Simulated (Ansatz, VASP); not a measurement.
# Two plane-wave programs on CdSe

File INCAR:

```
SYSTEM = CdSe
PREC     = Accurate       ! precision mode
ENCUT    = 520            ! plane-wave cutoff, eV
EDIFF    = 1E-6           ! SCF threshold, eV
ISMEAR   = -1             ! smearing method
SIGMA    = 0.02           ! smearing width, eV
LREAL    = .FALSE.        ! projectors in reciprocal space
LASPH    = .TRUE.         ! aspherical terms in the spheres
NELM     = 100            ! most SCF steps
ALGO     = Normal         ! electronic algorithm
ISIF     = 2              ! what is computed and relaxed
LWAVE    = .FALSE.        ! write WAVECAR
LCHARG   = .FALSE.        ! write CHGCAR
GGA      = PE             ! functional
NBANDS   = 16             ! bands
```

KPOINTS

```
Automatic mesh
0
G
  6 6 6
  0 0 0
```

The input POSCAR:

```
CdSe
1.0
    0.0000000000      2.8973869933      2.8973869933
    2.8973869933      0.0000000000      2.8973869933
    2.8973869933      2.8973869933      0.0000000000
Cd Se
1 1
Direct
    0.0000000000      0.0000000000      0.0000000000
    0.5000000000      0.5000000000      0.5000000000
```

Input for Ansatz:

```yaml
crystal:
  lattice:
    - [0.0, 2.8973869933, 2.8973869933]
    - [2.8973869933, 0.0, 2.8973869933]
    - [2.8973869933, 2.8973869933, 0.0]
  atoms:
    - { symbol: Cd, position: [0.0, 0.0, 0.0] }
    - { symbol: Se, position: [0.5, 0.5, 0.5] }
kpoints:
  mp_grid: { grid: [6, 6, 6] }
hamiltonian:
  xc: pbe
scf:
  occupations: { method: fermi_dirac, width: 0.02 }
  n_extra_bands: 4
output:
  forces: true
  stress: true
  eigenvalues: true
```

Alike in both runs: task single point; functional PBE; k mesh 6 × 6 × 6; occupations fermi-dirac, width 0.02 eV; no spin polarisation.

```csv
,VASP,Ansatz
version,VASP 6.6.1,Ansatz 0.2.0
potentials or method,"VASP PAW PBE potentials, release 64 (Cd, Se)","plane waves, PAW"
plane-wave cutoff (eV),520,420
valence electrons in the cell,18,36
```

```tsv
	VASP	Ansatz	Ansatz less VASP
pressure (GPa)	-1.3	-1.6	-0.30
```

The functional is the same, so the differences come from potentials, cutoffs and numerics. VASP's potentials hold 18 valence electrons a cell and Ansatz's 36, so a difference there can come from the potentials and not from the codes.
